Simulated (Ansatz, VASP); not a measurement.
# FeAu: VASP beside Ansatz

The input INCAR:

```
SYSTEM = FeAu
ALGO = Normal
EDIFF = 1E-6
ENCUT = 600
GGA = RP
GGA_COMPAT = .FALSE.
ISIF = 2
ISMEAR = 0
ISPIN = 2
LASPH = .TRUE.
LCHARG = .TRUE.
LELF = .TRUE.
LMAXMIX = 4
LORBIT = 11
LREAL = .FALSE.
LVHAR = .TRUE.
LWAVE = .FALSE.
MAGMOM = 3.23 0
NBANDS = 28
NELM = 200
PREC = Accurate
SIGMA = 0.1
```

File KPOINTS:

```
k-points
0
G
  3 3 3
  0 0 0
```

POSCAR

```
FeAu
1.0
    1.4117478522      0.8150730025      4.4694532999
   -1.4117478522      0.8150730025      4.4694532999
    0.0000000000     -1.6301460050      4.4694532999
Fe Au
1 1
Direct
    0.5000000000      0.5000000000      0.5000000000
    0.0000000000      0.0000000000      0.0000000000
```

Input for Ansatz:

```yaml
crystal:
  lattice:
    - [1.4117478522, 0.8150730025, 4.4694532999]
    - [-1.4117478522, 0.8150730025, 4.4694532999]
    - [0.0, -1.630146005, 4.4694532999]
  atoms:
    - { symbol: Fe, position: [0.5, 0.5, 0.5], spin: 3.23 }
    - { symbol: Au, position: [0.0, 0.0, 0.0] }
basis:
  ecutwfc: 420
kpoints:
  mp_grid: { grid: [3, 3, 3] }
  band_path: { path: [[0, 0, 0], [0.5, 0, 0], [0.5, 0.5, 0.5]], npoints: 8 }
hamiltonian:
  xc: rpbe
scf:
  occupations: { method: gaussian, width: 0.1 }
  lower_state_search: "off"
output:
  forces: true
  stress: true
  eigenvalues: true
  populations: true
magnetization:
  spin_polarized: true
```

Alike in both runs: task single point; functional RPBE; k mesh 3 × 3 × 3; occupations gaussian, width 0.1 eV; collinear spin.

|  | VASP | Ansatz |
| --- | --- | --- |
| version | VASP 6.6.1 | Ansatz 0.2.0 |
| potentials or method | VASP PAW PBE potentials, release 64 (Fe_sv, Au_sv_GW), cutoff 600 eV | scalar-relativistic, plane waves, PAW |
| valence electrons in the cell | 35 | 35 |

|  | VASP | Ansatz | Ansatz less VASP |
| --- | --- | --- | --- |
| gap on the k mesh at the Fermi level (eV) | none | none | - |
| pressure (GPa) | 0.6 | 1.9 | +1.32 |
| traceless stress, the component that is largest in VASP (GPa) | 3.54 | 3.48 | -0.060 |
| net moment per atom (μB) | 1.58 | 1.57 | -0.004 |
| size of the moment on the site where the two differ most (μB) | 2.99 | 3.12 | +0.128 |

VASP's potentials were made for PBE, not for RPBE. Site moments also hang on the region over which each program counts them. A gap of «none» marks a metal or a gap that the smearing closes. With one functional, cell and mesh, what is left measures potentials, basis and numerics.

The k mesh is coarse, so the values compare programs but aren't converged. Neither program's run includes spin-orbit coupling.
